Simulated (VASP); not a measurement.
Wanted: the native input for a VASP 6.6.1 run.

| Property | Result |
| --- | --- |
| Task | single point |
| Functional | PBE |
| Potentials or basis | VASP PAW PBE potentials, release 64 (Co, O) |
| Cutoff | 520 eV |
| k mesh | 16 × 16 × 16 |
| Occupations | gaussian, width 0.1 eV |
| Spin | collinear spin, ferromagnetic start |
| Starting moments | [2.73, 0.34] μB |
| Dipole correction | no |
| Further INCAR settings | ALGO = Normal; EDIFF = 1e-06; NBANDS = 18 |

The structure of CoO lies in POSCAR:

```
CoO
1.0
    0.0000000000      2.1241565607      2.1241565607
    2.1241565607      0.0000000000      2.1241565607
    2.1241565607      2.1241565607      0.0000000000
Co O
1 1
Direct
    0.0000000000      0.0000000000      0.0000000000
    0.5000000000      0.5000000000      0.5000000000
```

These files were run (other wordings do the same):

INCAR

```
SYSTEM = CoO
PREC     = Accurate       ! precision mode
ENCUT    = 520            ! plane-wave cutoff, eV
EDIFF    = 1E-6           ! SCF threshold, eV
ISMEAR   = 0              ! smearing method
SIGMA    = 0.1            ! smearing width, eV
LREAL    = .False.        ! projectors in reciprocal space
LASPH    = .True.         ! aspherical terms in the spheres
NELM     = 150            ! most SCF steps
ALGO     = Normal         ! electronic algorithm
ISIF     = 2              ! what is computed and relaxed
LWAVE    = .False.        ! write WAVECAR
LCHARG   = .False.        ! write CHGCAR
ISPIN    = 2              ! spin polarisation
MAGMOM   = 2.73 0.34      ! initial moments
LORBIT   = 11             ! projections on sites
LMAXMIX  = 4              ! l up to which the mixer works
GGA      = PE             ! functional
NBANDS   = 18             ! bands
```

KPOINTS

```
regular mesh
0
Gamma
  16 16 16
  0 0 0
```

Potentials or basis: VASP PAW PBE potentials, release 64 (Co, O).

Launch:

```console
$ cat potpaw_PBE.64/Co/POTCAR potpaw_PBE.64/O/POTCAR > POTCAR
$ mpirun -np 1 vasp_std > vasp.out
```

Results of the run:

The pressure is -0.5 GPa and the net moment is 2.89 μB per cell. The site moments are Co +2.55; O +0.29 μB and the valence electrons inside the program's atomic spheres are Co 7.81; O 4.98.

Caveat: a cell with one magnetic atom can't hold antiferromagnetic order, which such compounds often take.

Wall time 65 s on 1 thread of Intel Xeon 6975P-C (shared host), peak memory 0.21 GiB.
